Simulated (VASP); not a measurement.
# Ge (Pm-3m) in VASP: single point with PBEsol

Aim: the single point of Ge with PBEsol.

Program: VASP 6.6.1. These are calculated values, not measurements. Logs are shortened: lines on timing, memory, paths and dates and some standing lists are left out, and cuts for length are marked.

## (1) The cell of the first run

It takes space group Pm-3m (No. 221, cubic). Conventional cell: a = 4.757 Å, b = 4.757 Å, c = 4.757 Å, α = 90.00°, β = 90.00°, γ = 90.00°.

## (2) Single point, PBEsol

File INCAR:

```
SYSTEM = Ge
ALGO = Normal
EDIFF = 1E-6
ENCUT = 500
GGA = PS
GGA_COMPAT = .FALSE.
ISIF = 2
ISMEAR = -1
LASPH = .TRUE.
LCHARG = .FALSE.
LREAL = .FALSE.
LWAVE = .FALSE.
NBANDS = 13
NELM = 120
PREC = Accurate
SIGMA = 0.3
```

File KPOINTS:

```
k-points
0
G
  5 5 5
  0 0 0
```

File POSCAR:

```
Ge
1.0
    4.7573000000      0.0000000000      0.0000000000
    0.0000000000      4.7573000000      0.0000000000
    0.0000000000      0.0000000000      4.7573000000
Ge
1
Direct
    0.0000000000      0.0000000000      0.0000000000
```

Potentials or basis: VASP PAW PBE potentials, release 64 (Ge_d).

Command:

```bash
$ cat potpaw_PBE.64/Ge_d/POTCAR > POTCAR
$ mpirun -np 1 vasp_std > vasp.out
```

OUTCAR:

```text
SYSTEM = Ge
   EDIFF = 1E-6
   ENCUT = 500
   GGA = PS
   ISIF = 2
   ISMEAR = -1
   LASPH = .TRUE.
   LREAL = .FALSE.
   NELM = 120
   PREC = Accurate

 ion  position               nearest neighbor table
   1  0.000  0.000  0.000-

  LATTYP: Found a simple cubic cell.
 ALAT       =     4.7573000000

  Lattice vectors:

 A1 = (   4.7573000000,   0.0000000000,   0.0000000000)
 A2 = (   0.0000000000,   4.7573000000,   0.0000000000)
 A3 = (   0.0000000000,   0.0000000000,   4.7573000000)

Analysis of symmetry for initial positions (statically):
=====================================================================
 Subroutine PRICEL returns:
 Original cell was already a primitive cell.

 Routine SETGRP: Setting up the symmetry group for a
 simple cubic supercell.

 Subroutine GETGRP returns: Found 48 space group operations
 (whereof 48 operations were pure point group operations)
 out of a pool of 48 trial point group operations.

The static configuration has the point symmetry O_h .

Analysis of symmetry for dynamics (positions and initial velocities):
=====================================================================
 Subroutine PRICEL returns:
 Original cell was already a primitive cell.

 Routine SETGRP: Setting up the symmetry group for a
 simple cubic supercell.

 Subroutine GETGRP returns: Found 48 space group operations
 (whereof 48 operations were pure point group operations)
 out of a pool of 48 trial point group operations.

The dynamic configuration has the point symmetry O_h .

 Subroutine INISYM returns: Found 48 space group operations
 (whereof 48 operations are pure point group operations),
 and found     1 'primitive' translations

----------------------------------------------------------------------------------------

                                     Primitive cell

  volume of cell :     107.6668

  direct lattice vectors                    reciprocal lattice vectors
     4.757300000  0.000000000  0.000000000     0.210203267  0.000000000  0.000000000
     0.000000000  4.757300000  0.000000000     0.000000000  0.210203267  0.000000000
     0.000000000  0.000000000  4.757300000     0.000000000  0.000000000  0.210203267

  length of vectors
     4.757300000  4.757300000  4.757300000     0.210203267  0.210203267  0.210203267

  position of ions in fractional coordinates (direct lattice)
     0.000000000  0.000000000  0.000000000

  ion indices of the primitive-cell ions
   primitive index   ion index
                 1           1

----------------------------------------------------------------------------------------

 KPOINTS: k-points

Automatic generation of k-mesh.
 Grid dimensions read from file:
 generate k-points for:    5    5    5

 Generating k-lattice:

  Cartesian coordinates                     Fractional coordinates (reciprocal lattice)
     0.042040653  0.000000000  0.000000000     0.200000000  0.000000000  0.000000000
     0.000000000  0.042040653  0.000000000     0.000000000  0.200000000  0.000000000
     0.000000000  0.000000000  0.042040653     0.000000000  0.000000000  0.200000000

  Length of vectors
     0.042040653  0.042040653  0.042040653

  Shift w.r.t. Gamma in fractional coordinates (k-lattice)
     0.000000000  0.000000000  0.000000000

 Subroutine IBZKPT returns following result:
 ===========================================

 Found     10 irreducible k-points:

 Following reciprocal coordinates:
            Coordinates               Weight
  0.000000  0.000000  0.000000      1.000000
  0.200000  0.000000  0.000000      6.000000
  0.400000  0.000000  0.000000      6.000000
  0.200000  0.200000  0.000000     12.000000
  0.400000  0.200000  0.000000     24.000000
  0.400000  0.400000  0.000000     12.000000
  0.200000  0.200000  0.200000      8.000000
  0.400000  0.200000  0.200000     24.000000
  0.400000  0.400000  0.200000     24.000000
  0.400000  0.400000  0.400000      8.000000
   k-points           NKPTS =     10   k-points in BZ     NKDIM =     10   number of bands    NBANDS=     13
   number of dos      NEDOS =    301   number of ions     NIONS =      1
   total plane-waves  NPLWV =  46656
   dimension x,y,z NGX =    36 NGY =   36 NGZ =   36
   dimension x,y,z NGXF=    72 NGYF=   72 NGZF=   72
   ions per type =               1
   NGX,Y,Z   is equivalent  to a cutoff of  12.58, 12.58, 12.58 a.u.
   NGXF,Y,Z  is equivalent  to a cutoff of  25.16, 25.16, 25.16 a.u.
 SYSTEM =  Ge
   PREC   = accura    normal or accurate (medium, high low for compatibility)
   ISTART =      0    job   : 0-new  1-cont  2-samecut
   ICHARG =      2    charge: 1-file 2-atom 10-const
   ISPIN  =      1    spin polarized calculation?
   LNONCOLLINEAR =      F non collinear calculations
   LSORBIT =      F    spin-orbit coupling
   LASPH  =      T    aspherical Exc in radial PAW
   ENCUT  =  500.0 eV  36.75 Ry    6.06 a.u.   8.67  8.67  8.67*2*pi/ulx,y,z
   NELM   =    120;   NELMIN=  2; NELMDL= -5     # of ELM steps
   EDIFF  = 0.1E-05   stopping-criterion for ELM
   LREAL  =      F    real-space projection
[... 7 lines left out ...]
   TEBEG  =    0.0;   TEEND  =   0.0 temperature during run
   PSTRESS=    0.0 pullay stress
   NELECT =      14.0000    total number of electrons
   NUPDOWN=      -1.0000    fix difference up-down
   EMIN   =  10.00;   EMAX   =-10.00  energy-range for DOS
   EFERMI =   0.00;   METHOD = LEGACY
   ISMEAR =    -1;   SIGMA  =   0.30  broadening in eV -4-tet -1-fermi 0-gaus
   EFERMI_NEDOS =   21; number of points for ismear=-14 and -15
   IALGO  =     38    algorithm
   IMIX   =      4    mixing-type and parameters
     AMIX     =   0.40;   BMIX     =  1.00
     AMIX_MAG =   1.60;   BMIX_MAG =  1.00
  volume/ion in A,a.u.               =     107.67       726.57
  Fermi-wavevector in a.u.,A,eV,Ry     =   0.829387  1.567313  9.359203  0.687882
  Thomas-Fermi vector in A             =   1.941925
   LORBIT       =      0    0 simple, 1 ext, 2 COOP (PROOUT), +10 PAW based schemes
   GGA     = PS    functional components
   LHFCALC =     F    Hartree Fock is set to
   AEXX    =    0.0000 exact exchange contribution
   IVDW    =     0    specifies the selected vdW correction
   LEPSILON=     F    determine dielectric tensor
   LRPA    =     F    only Hartree local field effects (RPA)
 non-spin polarized calculation
  energy-cutoff  :      500.00
  volume of cell :      107.67
 maximum number of plane-waves:      2777
 NGX is ok and might be reduce to    36
   NGX = 17   NGY = 17   NGZ = 17

 number of electron      14.0000008 magnetization

 Free energy of the ion-electron system (eV)
  ---------------------------------------------------
  ext. energy  EPLUGINS =         0.00000000
  ---------------------------------------------------
  free energy    TOTEN  =        -1.58009084 eV

  energy without entropy =       -0.76310692  energy(sigma->0) =       -1.17159888

 E-fermi :  -2.2792     XC(G=0):  -4.7323

 val. band max:       -2.3679952924   @ k =   0.4000   0.4000   0.2000
 cond. band min:      -2.2639624793   @ k =   0.4000   0.4000   0.4000
 fundamental gap:      0.1040328130
 Fermi energy:        -2.2792026168

 k-point     1 :       0.0000    0.0000    0.0000
  band No.  band energies     occupation
      1     -27.5499      2.00000
      2     -27.5499      2.00000
      3     -27.5499      2.00000
      4     -27.5499      2.00000
      5     -27.5499      2.00000
      6     -10.0618      2.00000
      7      -1.3822      0.09575
      8      -1.3822      0.09575
      9      -1.3822      0.09575
     10       0.8185      0.00007
     11       3.7278      0.00000
     12       3.7278      0.00000
     13       7.9425      0.00000

 k-point     2 :       0.2000    0.0000    0.0000
  band No.  band energies     occupation
      1     -27.5499      2.00000
      2     -27.5499      2.00000
      3     -27.5498      2.00000
      4     -27.5498      2.00000
      5     -27.5497      2.00000
      6     -10.0160      2.00000
      7      -2.0506      0.63648
      8      -1.3259      0.08004
      9      -1.3259      0.08004
     10       1.4139      0.00001
     11       3.9267      0.00000
     12       4.2587      0.00000
     13       6.8033      0.00000

 k-point     3 :       0.4000    0.0000    0.0000
  band No.  band energies     occupation
      1     -27.5499      2.00000
      2     -27.5499      2.00000
      3     -27.5499      2.00000
      4     -27.5498      2.00000
      5     -27.5494      2.00000
      6      -9.9384      2.00000
      7      -2.7754      1.67883
      8      -1.2295      0.05869
      9      -1.2295      0.05869
     10       2.2670      0.00000
     11       3.9534      0.00000
     12       4.3794      0.00000
     13       5.8737      0.00000

 k-point     4 :       0.2000    0.2000    0.0000
  band No.  band energies     occupation
      1     -27.5499      2.00000
      2     -27.5499      2.00000
      3     -27.5499      2.00000
      4     -27.5498      2.00000
      5     -27.5496      2.00000
      6      -9.9714      2.00000
      7      -2.0474      0.63177
      8      -1.8687      0.40577
      9      -1.2717      0.06725
     10       1.9659      0.00000
     11       4.0968      0.00000
     12       4.6626      0.00000
     13       5.5101      0.00000

 k-point     5 :       0.4000    0.2000    0.0000
  band No.  band energies     occupation
      1     -27.5500      2.00000
      2     -27.5499      2.00000
      3     -27.5499      2.00000
      4     -27.5497      2.00000
      5     -27.5494      2.00000
      6      -9.8957      2.00000
      7      -2.6726      1.57548
      8      -1.8007      0.33732
      9      -1.1790      0.04982
     10       2.7250      0.00000
     11       3.4660      0.00000
     12       4.9711      0.00000
     13       5.5202      0.00000

 k-point     6 :       0.4000    0.4000    0.0000
  band No.  band energies     occupation
      1     -27.5500      2.00000
      2     -27.5499      2.00000
      3     -27.5499      2.00000
      4     -27.5496      2.00000
      5     -27.5492      2.00000
      6      -9.8235      2.00000
      7      -2.5025      1.35584
      8      -2.4549      1.28472
      9      -1.0932      0.03766
     10       2.2680      0.00000
     11       3.8219      0.00000
     12       5.5035      0.00000
     13       5.6952      0.00000

 k-point     7 :       0.2000    0.2000    0.2000
  band No.  band energies     occupation
      1     -27.5499      2.00000
      2     -27.5499      2.00000
      3     -27.5499      2.00000
      4     -27.5496      2.00000
      5     -27.5496      2.00000
      6      -9.9277      2.00000
      7      -2.0267      0.60232
      8      -1.7957      0.33273
      9      -1.7957      0.33273
     10       2.4441      0.00000
     11       4.6383      0.00000
     12       4.6383      0.00000
     13       5.2237      0.00000

 k-point     8 :       0.4000    0.2000    0.2000
  band No.  band energies     occupation
      1     -27.5500      2.00000
      2     -27.5499      2.00000
      3     -27.5499      2.00000
      4     -27.5496      2.00000
      5     -27.5493      2.00000
      6      -9.8539      2.00000
      7      -2.5744      1.45578
      8      -1.7842      0.32225
      9      -1.6678      0.23054
     10       2.8972      0.00000
     11       3.9524      0.00000
     12       4.2779      0.00000
     13       5.5860      0.00000

 k-point     9 :       0.4000    0.4000    0.2000
  band No.  band energies     occupation
      1     -27.5500      2.00000
      2     -27.5500      2.00000
      3     -27.5500      2.00000
      4     -27.5495      2.00000
      5     -27.5492      2.00000
      6      -9.7834      2.00000
      7      -2.4131      1.21946
      8      -2.3680      1.14692
      9      -1.5981      0.18721
     10       2.4753      0.00000
     11       4.0451      0.00000
     12       4.3185      0.00000
     13       5.3364      0.00000

 k-point    10 :       0.4000    0.4000    0.4000
  band No.  band energies     occupation
      1     -27.5500      2.00000
      2     -27.5500      2.00000
      3     -27.5500      2.00000
      4     -27.5492      2.00000
      5     -27.5492      2.00000
      6      -9.7158      2.00000
      7      -2.2640      0.97461
      8      -2.2124      0.88918
      9      -2.2124      0.88918
     10       2.8577      0.00000
     11       3.3116      0.00000
     12       3.3116      0.00000
     13       5.3749      0.00000

------------------------ aborting loop because EDIFF is reached ----------------------------------------

  FORCE on cell =-STRESS in cart. coord.  units (eV):
  Direction    XX          YY          ZZ          XY          YZ          ZX
  --------------------------------------------------------------------------------------
  -------------------------------------------------------------------------------------
  Total       -1.1031514     -1.1031514     -1.1031514     -0.0000000      0.0000000      0.0000000
  in kB      -16.4158769    -16.4158769    -16.4158769     -0.0000000      0.0000000      0.0000000
  external PRESSURE =     -16.4158769 kB  Pullay stress =       0.0000000 kB

 VOLUME and BASIS-vectors are now :
 -----------------------------------------------------------------------------
  energy-cutoff  :      500.00
  volume of cell :      107.67
      direct lattice vectors                 reciprocal lattice vectors
     4.757300000  0.000000000  0.000000000     0.210203267  0.000000000  0.000000000
     0.000000000  4.757300000  0.000000000     0.000000000  0.210203267  0.000000000
     0.000000000  0.000000000  4.757300000     0.000000000  0.000000000  0.210203267

 POSITION                                       TOTAL-FORCE (eV/Angst)
 -----------------------------------------------------------------------------------
      0.00000      0.00000      0.00000         0.000000      0.000000      0.000000
 -----------------------------------------------------------------------------------
    total drift:                               -0.000000     -0.000000     -0.000000

  FREE ENERGIE OF THE ION-ELECTRON SYSTEM (eV)
  ---------------------------------------------------
  free  energy   TOTEN  =        -1.5800908411 eV

  energy  without entropy=       -0.7631069167  energy(sigma->0) =       -1.17159888
```

Wall time 25 s (1 thread of AMD EPYC 7R13, shared host); peak memory 0.16 GiB.

Results:

```yaml
Free_energy: -1.5801 eV
Pressure: -1.6 GPa
Band_gap_on_the_k_mesh: zero (band 7 reaches -1.38 eV, above the bottom of band 8 at -2.45 eV)
```

Caveat: the PAW data sets were made with another functional, which shifts forces and pressure a little.
